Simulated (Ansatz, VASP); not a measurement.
InSe: VASP beside Ansatz

Contents of INCAR:

```
PREC = Accurate
ENCUT = 500
EDIFF = 1E-6
ISMEAR = -1
SIGMA = 0.1
LREAL = False
LASPH = True
NELM = 200
ALGO = Normal
ISIF = 2
LWAVE = False
LCHARG = False
ISPIN = 2
MAGMOM = 1 0
LORBIT = 11
GGA = PE
NBANDS = 20
GGA_COMPAT = False
```

File KPOINTS:

```
regular mesh
0
Gamma
  1 1 1
```

Contents of POSCAR:

```
InSe
1.0
    0.0000000000      2.9000000000      2.9000000000
    2.9000000000      0.0000000000      2.9000000000
    2.9000000000      2.9000000000      0.0000000000
In Se
1 1
Direct
    0.0010413000      0.0060946000      0.0099571000
    0.5062320000      0.4990108000      0.5061698000
```

Input for Ansatz:

```yaml
crystal:
  lattice:
    - [0, 2.9, 2.9]
    - [2.9, 0, 2.9]
    - [2.9, 2.9, 0]
  atoms:
    - { symbol: In, position: [0.0010413, 0.0060946, 0.0099571], spin: 1.0 }
    - { symbol: Se, position: [0.506232, 0.4990108, 0.5061698] }
hamiltonian:
  xc: pbe
  pseudopotentials: { kind: paw, source: ansatz, level: accurate }
magnetization:
  spin_polarized: true
kpoints:
  mp_grid: { grid: [1, 1, 1], shift: [0, 0, 0] }
scf:
  occupations: { method: fermi_dirac }
```

Alike in both runs: task single point; functional PBE; k mesh 1 × 1 × 1; collinear spin.

|  | VASP | Ansatz |
| --- | --- | --- |
| version | VASP 6.6.1 | Ansatz 0.2 development build |
| potentials or method | VASP PAW PBE potentials, release 64 (In_d, Se) | PAW hard accurate, scalar-relativistic |
| plane-wave cutoff (eV) | 500 | 620 |
| occupations | fermi-dirac, width 0.1 eV | fermi-dirac |

|  | VASP | Ansatz | Ansatz less VASP |
| --- | --- | --- | --- |
| net moment per atom (μB) | 0.50 | 0.50 | +0.002 |
| size of the moment on the site where the two differ most (μB) | 0.54 | 0.65 | +0.109 |

Site moments also hang on the region over which each program counts them. Ansatz's warnings: stability check not made.

The k mesh is coarse, so the values compare programs but aren't converged.
